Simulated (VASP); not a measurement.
# BN in VASP: a series of runs

BN is run at these levels: r2SCAN; tasks: single point.

Program: VASP 6.6.1. These are calculated values, not measurements. Logs are shortened: lines on timing, memory, paths and dates and some standing lists are left out, and cuts for length are marked.

### Step 1. The cell of the first run

Symmetry: P6_3/mmc, No. 194, hexagonal system. The conventional cell has a = 2.491 Å, b = 2.491 Å, c = 3.835 Å, α = 90.00°, β = 90.00°, γ = 120.00°. B (site symmetry -3m) has 6 N at 1.73 Å and 2 B at 1.92 Å within 2.3 Å. Within 2.3 Å of N (site symmetry -6m2) lie 6 B at 1.73 Å.

### Step 2. Single point, r2SCAN (uniaxial z strain -4.2%)

Input file POSCAR:

```
BN
1.0
    2.4913353474      0.0000000000      0.0000000000
   -1.2456676737      2.1575597002      0.0000000000
    0.0000000000      0.0000000000      3.8350152263
B N
2 2
Direct
    0.0000000000      0.0000000000      0.0000000000
    0.0000000000      0.0000000000      0.5000000000
    0.3333333333      0.6666666667      0.2500000000
    0.6666666667      0.3333333333      0.7500000000
```

Input file INCAR.step1:

```
PREC = Accurate
ENCUT = 520
ISMEAR = 0
SIGMA = 0.01
LREAL = F
LASPH = T
NELM = 100
NBANDS = 16
GGA = PE
ALGO = Normal
EDIFF = 1E-4
LWAVE = T
LCHARG = F
```

Input file INCAR.step2:

```
PREC = Accurate
ENCUT = 520
EDIFF = 1E-6
ISMEAR = 0
SIGMA = 0.01
LREAL = F
LASPH = T
NELM = 100
ALGO = Normal
ISIF = 2
LWAVE = F
LCHARG = F
METAGGA = R2SCAN
LMIXTAU = T
NBANDS = 16
ISTART = 1
```

Input file KPOINTS:

```
regular mesh
0
Gamma
  12 12 6
```

Potentials or basis: VASP PAW PBE potentials, release 64 (B, N).

Run with:

```
cat potpaw_PBE.64/B/POTCAR potpaw_PBE.64/N/POTCAR > POTCAR
cp INCAR.step1 INCAR
mpirun -np 1 vasp_std > vasp.out
cp INCAR.step2 INCAR
mpirun -np 1 vasp_std > vasp.out
```

OUTCAR:

```text
PREC = Accurate
   ENCUT = 520
   EDIFF = 1E-6
   ISMEAR = 0
   LREAL = F
   LASPH = T
   NELM = 100
   ISIF = 2
   METAGGA = R2SCAN
   ISTART = 1

 ion  position               nearest neighbor table
   1  0.000  0.000  0.000-   3 1.73   4 1.73   4 1.73   3 1.73   4 1.73   3 1.73   2 1.92   2 1.92

   2  0.000  0.000  0.500-   3 1.73   4 1.73   4 1.73   3 1.73   4 1.73   3 1.73   1 1.92   1 1.92

   3  0.333  0.667  0.250-   1 1.73   2 1.73   1 1.73   2 1.73   1 1.73   2 1.73
   4  0.667  0.333  0.750-   1 1.73   2 1.73   1 1.73   2 1.73   1 1.73   2 1.73

  LATTYP: Found a hexagonal cell.
 ALAT       =     2.4913353474
 C/A-ratio  =     1.5393412333

  Lattice vectors:

 A1 = (   2.4913353474,   0.0000000000,   0.0000000000)
 A2 = (  -1.2456676737,   2.1575597002,   0.0000000000)
 A3 = (   0.0000000000,   0.0000000000,   3.8350152263)

Analysis of symmetry for initial positions (statically):
=====================================================================
 Subroutine PRICEL returns:
 Original cell was already a primitive cell.

 Routine SETGRP: Setting up the symmetry group for a
 hexagonal supercell.

 Subroutine GETGRP returns: Found 24 space group operations
 (whereof 12 operations were pure point group operations)
 out of a pool of 24 trial point group operations.

The static configuration has the point symmetry D_3d.
 The point group associated with its full space group is D_6h.

Analysis of symmetry for dynamics (positions and initial velocities):
=====================================================================
 Subroutine PRICEL returns:
 Original cell was already a primitive cell.

 Routine SETGRP: Setting up the symmetry group for a
 hexagonal supercell.

 Subroutine GETGRP returns: Found 24 space group operations
 (whereof 12 operations were pure point group operations)
 out of a pool of 24 trial point group operations.

The dynamic configuration has the point symmetry D_3d.
 The point group associated with its full space group is D_6h.

 Subroutine INISYM returns: Found 24 space group operations
 (whereof 12 operations are pure point group operations),
 and found     1 'primitive' translations

----------------------------------------------------------------------------------------

                                     Primitive cell

  volume of cell :      20.6140

  direct lattice vectors                    reciprocal lattice vectors
     2.491335347  0.000000000  0.000000000     0.401391166  0.231743298  0.000000000
    -1.245667674  2.157559700  0.000000000     0.000000000  0.463486595  0.000000000
     0.000000000  0.000000000  3.835015226     0.000000000  0.000000000  0.260755158

  length of vectors
     2.491335347  2.491335347  3.835015226     0.463486595  0.463486595  0.260755158

  position of ions in fractional coordinates (direct lattice)
     0.000000000  0.000000000  0.000000000
     0.000000000  0.000000000  0.500000000
     0.333333333  0.666666667  0.250000000
     0.666666667  0.333333333  0.750000000

  ion indices of the primitive-cell ions
   primitive index   ion index
                 1           1
                 2           2
                 3           3
                 4           4

----------------------------------------------------------------------------------------

 KPOINTS: regular mesh

Automatic generation of k-mesh.
 Grid dimensions read from file:
 generate k-points for:   12   12    6

 Generating k-lattice:

  Cartesian coordinates                     Fractional coordinates (reciprocal lattice)
     0.033449264  0.019311941  0.000000000     0.083333333  0.000000000  0.000000000
     0.000000000  0.038623883  0.000000000     0.000000000  0.083333333  0.000000000
     0.000000000  0.000000000  0.043459193     0.000000000  0.000000000  0.166666667

  Length of vectors
     0.038623883  0.038623883  0.043459193

  Shift w.r.t. Gamma in fractional coordinates (k-lattice)
     0.000000000  0.000000000  0.000000000

 Subroutine IBZKPT returns following result:
 ===========================================

 Found     76 irreducible k-points:

 Following reciprocal coordinates:
            Coordinates               Weight
  0.000000  0.000000  0.000000      1.000000
  0.083333 -0.000000  0.000000      6.000000
  0.166667  0.000000  0.000000      6.000000
  0.250000  0.000000  0.000000      6.000000
  0.333333  0.000000  0.000000      6.000000
  0.416667  0.000000  0.000000      6.000000
[... 16 lines left out ...]
  0.250000  0.000000  0.166667     12.000000
  0.333333  0.000000  0.166667     12.000000
 [... further k-points ...]
   k-points           NKPTS =     76   k-points in BZ     NKDIM =     76   number of bands    NBANDS=     16
   number of dos      NEDOS =    301   number of ions     NIONS =      4
   total plane-waves  NPLWV =  12000
   dimension x,y,z NGX =    20 NGY =   20 NGZ =   30
   dimension x,y,z NGXF=    40 NGYF=   40 NGZF=   60
   ions per type =               2   2
   NGX,Y,Z   is equivalent  to a cutoff of  13.35, 13.35, 13.00 a.u.
   NGXF,Y,Z  is equivalent  to a cutoff of  26.69, 26.69, 26.01 a.u.
 SYSTEM =  unknown system
   PREC   = accura    normal or accurate (medium, high low for compatibility)
   ISTART =      1    job   : 0-new  1-cont  2-samecut
   ICHARG =      0    charge: 1-file 2-atom 10-const
   ISPIN  =      1    spin polarized calculation?
   LNONCOLLINEAR =      F non collinear calculations
   LSORBIT =      F    spin-orbit coupling
   LASPH  =      T    aspherical Exc in radial PAW
   ENCUT  =  520.0 eV  38.22 Ry    6.18 a.u.   4.63  4.63  7.13*2*pi/ulx,y,z
   NELM   =    100;   NELMIN=  2; NELMDL=  0     # of ELM steps
   EDIFF  = 0.1E-05   stopping-criterion for ELM
   LREAL  =      F    real-space projection
   EDIFFG = 0.1E-04   stopping-criterion for IOM
   NSW    =      0    number of steps for IOM
   IBRION =     -1    ionic relax: 0-MD 1-quasi-New 2-CG
   NFREE  =      0    steps in history (QN), initial steepest desc. (CG)
   ISIF   =      2    stress and relaxation
   ISYM   =      2    0-nonsym 1-usesym 2-fastsym
   POTIM  = 0.5000    time-step for ionic-motion
   TEBEG  =    0.0;   TEEND  =   0.0 temperature during run
   PSTRESS=    0.0 pullay stress
   NELECT =      16.0000    total number of electrons
   NUPDOWN=      -1.0000    fix difference up-down
   EMIN   =  10.00;   EMAX   =-10.00  energy-range for DOS
   EFERMI =   0.00;   METHOD = LEGACY
   ISMEAR =     0;   SIGMA  =   0.01  broadening in eV -4-tet -1-fermi 0-gaus
   EFERMI_NEDOS =   21; number of points for ismear=-14 and -15
   IALGO  =     38    algorithm
   IMIX   =      4    mixing-type and parameters
     AMIX     =   0.40;   BMIX     =  1.00
     AMIX_MAG =   1.60;   BMIX_MAG =  1.00
  volume/ion in A,a.u.               =       5.15        34.78
  Fermi-wavevector in a.u.,A,eV,Ry     =   1.504507  2.843105 30.797337  2.263540
  Thomas-Fermi vector in A             =   2.615477
   LORBIT       =      0    0 simple, 1 ext, 2 COOP (PROOUT), +10 PAW based schemes
   METAGGA = R2SCAN    functional components
   LHFCALC =     F    Hartree Fock is set to
   AEXX    =    0.0000 exact exchange contribution
   IVDW    =     0    specifies the selected vdW correction
   LEPSILON=     F    determine dielectric tensor
   LRPA    =     F    only Hartree local field effects (RPA)
 non-spin polarized calculation
 Gauss-broadening in eV      SIGMA  =   0.01
  energy-cutoff  :      520.00
  volume of cell :       20.61
 maximum number of plane-waves:       567
 NGX is ok and might be reduce to    20
   NGX =  9   NGY =  9   NGZ = 15

 number of electron      16.0000000 magnetization

 Free energy of the ion-electron system (eV)
  ---------------------------------------------------
  ext. energy  EPLUGINS =         0.00000000
  ---------------------------------------------------
  free energy    TOTEN  =       -30.68919184 eV

  energy without entropy =      -30.68919184  energy(sigma->0) =      -30.68919184

 E-fermi :  11.3335     XC(G=0): -14.8489

 val. band max:       11.2050061253   @ k =   0.0000   0.0000   0.0000
 cond. band min:      13.0398200863   @ k =   0.3333   0.3333   0.0000
 fundamental gap:      1.8348139610
 Fermi energy:        11.3334778505

 k-point     1 :       0.0000    0.0000    0.0000
  band No.  band energies     occupation
      1     -13.4326      2.00000
      2      -7.5592      2.00000
      3      -2.0460      2.00000
      4       8.6801      2.00000
      5       8.6801      2.00000
      6       9.4761      2.00000
[... 8 lines left out ...]
     15      27.9146      0.00000
     16      27.9344      0.00000

 k-point     2 :       0.0833   -0.0000    0.0000
  band No.  band energies     occupation
      1     -13.2537      2.00000
      2      -7.3970      2.00000
      3      -1.8900      2.00000
      4       7.2164      2.00000
      5       7.8209      2.00000
      6       9.2325      2.00000
[... 8 lines left out ...]
     15      27.3743      0.00000
     16      27.9693      0.00000

 k-point     3 :       0.1667    0.0000    0.0000
  band No.  band energies     occupation
      1     -12.7202      2.00000
      2      -6.9252      2.00000
      3      -1.4264      2.00000
      4       4.6407      2.00000
      5       6.6253      2.00000
      6       7.8812      2.00000
[... 8 lines left out ...]
     15      26.3829      0.00000
     16      26.4476      0.00000

 k-point     4 :       0.2500    0.0000    0.0000
  band No.  band energies     occupation
      1     -11.8426      2.00000
      2      -6.2090      2.00000
      3      -0.6729      2.00000
      4       1.9620      2.00000
      5       5.5525      2.00000
      6       5.9332      2.00000
[... 8 lines left out ...]
     15      25.5415      0.00000
     16      26.5972      0.00000

 k-point     5 :       0.3333    0.0000    0.0000
  band No.  band energies     occupation
      1     -10.6485      2.00000
      2      -5.4957      2.00000
      3      -0.2726      2.00000
      4       0.3195      2.00000
      5       3.7936      2.00000
      6       4.7280      2.00000
[... 8 lines left out ...]
     15      24.9995      0.00000
     16      27.7607      0.00000

 k-point     6 :       0.4167    0.0000    0.0000
  band No.  band energies     occupation
      1      -9.2271      2.00000
      2      -5.6043      2.00000
      3      -1.0855      2.00000
      4       1.3862      2.00000
      5       1.7111      2.00000
      6       4.2142      2.00000
[... 8 lines left out ...]
     15      26.3158      0.00000
     16      28.8195      0.00000
[... 267 lines left out ...]
 k-point    21 :       0.0833   -0.0000    0.1667
  band No.  band energies     occupation
      1     -13.0311      2.00000
      2      -8.2870      2.00000
      3      -0.6423      2.00000
      4       7.3574      2.00000
      5       7.9670      2.00000
      6       9.1005      2.00000
[... 8 lines left out ...]
     15      25.9229      0.00000
     16      27.5287      0.00000

 k-point    22 :       0.1667    0.0000    0.1667
  band No.  band energies     occupation
      1     -12.4984      2.00000
      2      -7.7960      2.00000
      3      -0.2290      2.00000
      4       4.8343      2.00000
      5       6.8175      2.00000
      6       7.5539      2.00000
[... 8 lines left out ...]
     15      25.0145      0.00000
     16      27.0816      0.00000

 k-point    23 :       0.2500    0.0000    0.1667
  band No.  band energies     occupation
      1     -11.6227      2.00000
      2      -7.0261      2.00000
      3       0.2921      2.00000
      4       2.3136      2.00000
      5       5.4480      2.00000
      6       5.7693      2.00000
[... 8 lines left out ...]
     15      24.2428      0.00000
     16      27.1354      0.00000

 k-point    24 :       0.3333    0.0000    0.1667
  band No.  band energies     occupation
      1     -10.4328      2.00000
      2      -6.1383      2.00000
      3      -0.6300      2.00000
      4       1.6546      2.00000
      5       3.3308      2.00000
      6       4.9581      2.00000
[... 8 lines left out ...]
     15      24.8670      0.00000
     16      28.0163      0.00000

 [... further k-points ...]
[... 5 lines left out ...]
  --------------------------------------------------------------------------------------
  -------------------------------------------------------------------------------------
  Total        0.4616677      0.4616677      6.8549141      0.0000000      0.0000000     -0.0000000
  in kB       35.8821108     35.8821108    532.7831661      0.0000000      0.0000000     -0.0000000
  external PRESSURE =     201.5157959 kB  Pullay stress =       0.0000000 kB

 VOLUME and BASIS-vectors are now :
 -----------------------------------------------------------------------------
  energy-cutoff  :      520.00
  volume of cell :       20.61
      direct lattice vectors                 reciprocal lattice vectors
     2.491335347  0.000000000  0.000000000     0.401391166  0.231743298  0.000000000
    -1.245667674  2.157559700  0.000000000     0.000000000  0.463486595  0.000000000
     0.000000000  0.000000000  3.835015226     0.000000000  0.000000000  0.260755158

 POSITION                                       TOTAL-FORCE (eV/Angst)
 -----------------------------------------------------------------------------------
      0.00000      0.00000      0.00000         0.000000      0.000000      0.000000
      0.00000      0.00000      1.91751        -0.000000      0.000000      0.000000
     -0.00000      1.43837      0.95875        -0.000000      0.000000     -0.000000
      1.24567      0.71919      2.87626         0.000000     -0.000000     -0.000000
 -----------------------------------------------------------------------------------
    total drift:                                0.000000     -0.000000      0.000000

  FREE ENERGIE OF THE ION-ELECTRON SYSTEM (eV)
  ---------------------------------------------------
  free  energy   TOTEN  =       -30.6891918416 eV

  energy  without entropy=      -30.6891918416  energy(sigma->0) =      -30.68919184
```

Wall time 62 s (1 thread of Intel Xeon Platinum 8488C (Sapphire Rapids), shared host); peak memory 0.14 GiB.

Results:

```
Free energy            : -30.6892 eV
Pressure               : 20.2 GPa
Band gap on the k mesh : 1.83 eV, indirect (least direct gap 5.20 eV)
```

Levels at points of the mesh, in eV from the valence-band top:
```csv
k point,band 5,band 6,band 7,band 8,band 9,band 10,band 11,band 12
"(0.00, 0.00, 0.00)",-2.52,-1.73,-1.73,0.00,5.20,8.25,8.85,8.85
"(0.50, 0.00, 0.00)",-9.24,-7.17,-4.96,-1.27,5.55,5.64,6.12,6.42
"(0.00, 0.00, 0.50)",-1.96,-1.96,-1.96,-1.96,6.65,6.65,7.79,7.79
"(0.50, 0.00, 0.50)",-5.09,-5.09,-3.83,-3.83,5.72,5.72,7.65,7.65
```

Caveat: the cell differs from its parent crystal (uniaxial z strain -4.2%); the PAW data sets were made with another functional, which shifts forces and pressure a little.

### Step 3. Single point, r2SCAN (shear xy strain -4.2%)

Input file POSCAR:

```
BN
1.0
    2.4913353474     -0.0520689087      0.0000000000
   -1.2907606715      2.1835941546      0.0000000000
    0.0000000000      0.0000000000      4.0010591824
B N
2 2
Direct
    0.0000000000      0.0000000000      0.0000000000
    0.0000000000      0.0000000000      0.5000000000
    0.3458795905      0.6669733160      0.2500000000
    0.6541204095      0.3330266840      0.7500000000
```

Input file INCAR.step1:

```
PREC = Accurate
ENCUT = 520
ISMEAR = 0
SIGMA = 0.01
LREAL = False
LASPH = True
NELM = 100
NBANDS = 16
GGA = PE
ALGO = Normal
EDIFF = 1E-4
LWAVE = True
LCHARG = False
```

Input file INCAR.step2:

```
PREC = Accurate
ENCUT = 520
EDIFF = 1E-6
ISMEAR = 0
SIGMA = 0.01
LREAL = False
LASPH = True
NELM = 100
ALGO = Normal
ISIF = 2
LWAVE = False
LCHARG = True
METAGGA = R2SCAN
LMIXTAU = True
LELF = True
LVHAR = True
NBANDS = 16
ISTART = 1
```

Input file KPOINTS:

```
Automatic mesh
0
Gamma
  12 12 6
```

Potentials or basis: VASP PAW PBE potentials, release 64 (B, N).

Run with:

```
cat potpaw_PBE.64/B/POTCAR potpaw_PBE.64/N/POTCAR > POTCAR
cp INCAR.step1 INCAR
mpirun -np 1 vasp_std > vasp.out
cp INCAR.step2 INCAR
mpirun -np 1 vasp_std > vasp.out
```

OUTCAR:

```text
PREC = Accurate
   ENCUT = 520
   EDIFF = 1E-6
   ISMEAR = 0
   LREAL = False
   LASPH = True
   NELM = 100
   ISIF = 2
   METAGGA = R2SCAN
   ISTART = 1

 ion  position               nearest neighbor table
   1  0.000  0.000  0.000-   4 1.71   3 1.71   4 1.75   3 1.75   3 1.80   4 1.80   2 2.00   2 2.00

   2  0.000  0.000  0.500-   4 1.71   3 1.71   4 1.75   3 1.75   3 1.80   4 1.80   1 2.00   1 2.00

   3  0.346  0.667  0.250-   1 1.71   2 1.71   1 1.75   2 1.75   1 1.80   2 1.80
[... 645 lines left out ...]
      6       3.8222      2.00000
[... 8 lines left out ...]
     15      25.0129      0.00000
     16      25.4417      0.00000

 [... further k-points ...]
[... 5 lines left out ...]
  --------------------------------------------------------------------------------------
  -------------------------------------------------------------------------------------
  Total        0.2033338      0.4037888      0.1014308      0.7492802      0.0000000      0.0000000
  in kB       15.1544394     30.0943234      7.5596219     55.8437543      0.0000000      0.0000000
  external PRESSURE =      17.6027949 kB  Pullay stress =       0.0000000 kB

 VOLUME and BASIS-vectors are now :
 -----------------------------------------------------------------------------
  energy-cutoff  :      520.00
  volume of cell :       21.50
      direct lattice vectors                 reciprocal lattice vectors
     2.491335347 -0.052068909  0.000000000     0.406412126  0.240237311  0.000000000
    -1.290760671  2.183594155  0.000000000     0.009691103  0.463689140  0.000000000
     0.000000000  0.000000000  4.001059182     0.000000000  0.000000000  0.249933819

 POSITION                                       TOTAL-FORCE (eV/Angst)
 -----------------------------------------------------------------------------------
      0.00000      0.00000      0.00000         0.000000      0.000000      0.000000
      0.00000      0.00000      2.00053         0.000000      0.000000      0.000000
      0.00080      1.43839      1.00026        -0.008295      0.002411      0.000000
      1.19978      0.69314      3.00079         0.008295     -0.002411      0.000000
 -----------------------------------------------------------------------------------
    total drift:                               -0.000000      0.000000     -0.000000

  FREE ENERGIE OF THE ION-ELECTRON SYSTEM (eV)
  ---------------------------------------------------
  free  energy   TOTEN  =       -30.8216307472 eV

  energy  without entropy=      -30.8216307472  energy(sigma->0) =      -30.82163075
```

OSZICAR.step1:

```text
N       E                     dE             d eps       ncg     rms          rms(c)
DAV:   1     0.421296647497E+02    0.42130E+02   -0.86838E+03  9472   0.101E+03
DAV:   2    -0.271339437135E+02   -0.69264E+02   -0.62595E+02 13352   0.223E+02
DAV:   3    -0.293761608665E+02   -0.22422E+01   -0.22322E+01 10960   0.366E+01
DAV:   4    -0.293814449713E+02   -0.52841E-02   -0.52824E-02 12080   0.196E+00
DAV:   5    -0.293814643525E+02   -0.19381E-04   -0.19381E-04 10128   0.954E-02    0.876E+00
DAV:   6    -0.278216034071E+02    0.15599E+01   -0.20282E+00 13544   0.139E+01    0.336E+00
DAV:   7    -0.278251499087E+02   -0.35465E-02   -0.29017E-01 11584   0.423E+00    0.232E+00
DAV:   8    -0.278264397390E+02   -0.12898E-02   -0.94754E-03 11312   0.102E+00    0.248E-01
DAV:   9    -0.278250533910E+02    0.13863E-02   -0.17815E-03 12304   0.516E-01    0.637E-02
DAV:  10    -0.278251175962E+02   -0.64205E-04   -0.25658E-04  9984   0.134E-01
   1 F= -.27825118E+02 E0= -.27825118E+02  d E =-.120978E-37
```

It took 12 min on 1 thread of AMD EPYC 7R13, shared host; peak memory 0.17 GiB.

Results:

```yaml
Free_energy: -30.8216 eV
Pressure: 1.8 GPa
Largest_force: 0.009 eV/Å
Band_gap_on_the_k_mesh: 1.80 eV, indirect (least direct gap 5.34 eV)
```

Forces on the atoms (eV/Å):
```
B    0.000  0.000  0.000
B    0.000  0.000  0.000
N   -0.008  0.002  0.000
N    0.008 -0.002  0.000
```

Caveat: the cell differs from its parent crystal (shear xy strain -4.2%); the PAW data sets were made with another functional, which shifts forces and pressure a little. A k mesh can miss the band edges.
